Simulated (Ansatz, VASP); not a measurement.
## MgSn4N: VASP beside Ansatz

File INCAR:

```
  PREC = Accurate
  ENCUT = 600
  EDIFF = 1E-6
  ISMEAR = 0
  SIGMA = 0.1
  LREAL = False
  LASPH = True
  NELM = 60
  ALGO = Normal
  ISIF = 3
  LWAVE = False
  LCHARG = False
  GGA = PE
  IBRION = 2
  NSW = 90
  EDIFFG = -0.04
```

KPOINTS

```
regular mesh
0
Gamma
  4 4 4
```

POSCAR

```
MgSn4N
1.0
    4.9070142200      0.0000000000      0.0000000000
    0.0000000000      4.9070142200      0.0000000000
    0.0000000000      0.0000000000      4.9070142200
Mg Sn N
1 4 1
Direct
    0.5000000000      0.5000000000      0.5000000000
    0.1480000000      0.1480000000      0.1480000000
    0.1480000000      0.8520000000      0.8520000000
    0.8520000000      0.8520000000      0.1480000000
    0.8520000000      0.1480000000      0.8520000000
    0.0000000000      0.0000000000      0.0000000000
```

Input for Ansatz:

```yaml
crystal:
  lattice:
    - [4.90701422, 0.0, 0.0]
    - [0.0, 4.90701422, 0.0]
    - [0.0, 0.0, 4.90701422]
  atoms:
    - { symbol: Mg, position: [0.5, 0.5, 0.5] }
    - { symbol: Sn, position: [0.148, 0.148, 0.148] }
    - { symbol: Sn, position: [0.148, 0.852, 0.852] }
    - { symbol: Sn, position: [0.852, 0.852, 0.148] }
    - { symbol: Sn, position: [0.852, 0.148, 0.852] }
    - { symbol: "N", position: [0.0, 0.0, 0.0] }
basis:
  ecutwfc: 420
kpoints:
  mp_grid: { grid: [4, 4, 4] }
hamiltonian:
  xc: pbe
scf:
  occupations: { method: gaussian, width: 0.1 }
  lower_state_search: "off"
output:
  forces: true
  stress: true
  eigenvalues: true
relax:
  adjacent_minimum: "off"
  f_tol: 0.04
  max_steps: 70
  cell: { stress_tol: 0.4 }
```

Change from the starting cell: species swapped into the H4BrN type (P-43m, No. 215).

Alike in both runs: task relaxation of cell and atoms; functional PBE; k mesh 4 × 4 × 4; occupations gaussian, width 0.1 eV; no spin polarisation.

|  | VASP | Ansatz |
| --- | --- | --- |
| version | VASP 6.6.1 | Ansatz 0.2.0 |
| potentials or method | VASP PAW PBE potentials, release 64 (Mg, Sn_d, N), cutoff 600 eV | scalar-relativistic, plane waves, PAW |
| valence electrons in the cell | 63 | 71 |

|  | VASP | Ansatz | Ansatz less VASP |
| --- | --- | --- | --- |
| gap on the k mesh at the Fermi level, each at its own relaxed structure (eV) | none | none | - |
| relaxed volume (Å³/atom) | 28.80 | 28.88 | +0.085 |
| relaxed cell length with the largest relative difference (Å) | 5.570 | 5.575 | +0.0055 |

A gap of «none» marks a metal or a gap that the smearing closes. VASP's potentials hold 63 valence electrons a cell and Ansatz's 71, so a difference there can come from the potentials and not from the codes.

Noted on VASP's run: the volume moved by over 15 % at a fixed basis, so the end points are rough.
